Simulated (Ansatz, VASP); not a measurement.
# One calculation of BeTe, two programs

```
Be Te
1.0
     0.00000    2.73415    2.73415
     2.73415    0.00000    2.73415
     2.73415    2.73415    0.00000
Be Te
1 1
Direct
  0.00000 0.00000 0.00000
  0.25000 0.25000 0.25000
```

Change from the starting cell: hydrostatic strain -3.3%.

Alike in both runs: task single point; functional HSE06; k mesh 6 × 6 × 6; no spin polarisation.

|  | VASP | Ansatz |
| --- | --- | --- |
| version | VASP 6.6.1 | Ansatz 0.2.0 |
| potentials or method | VASP PAW PBE potentials, release 64 (Be, Te) | plane waves, PAW |
| plane-wave cutoff (eV) | 520 | 420 |
| occupations | gaussian, width 0.01 eV | fixed |
| valence electrons in the cell | 8 | 18 |

```tsv
	VASP	Ansatz	Ansatz less VASP
gap on the k mesh at the Fermi level (eV)	2.39	2.42	+0.029
pressure (GPa)	6.2	6.4	+0.14
```

VASP's potentials hold 8 valence electrons a cell and Ansatz's 18, so a difference there can come from the potentials and not from the codes. Ansatz's warnings: stress exchange threshold loose, stress scf threshold loose.

Neither program's run includes spin-orbit coupling.
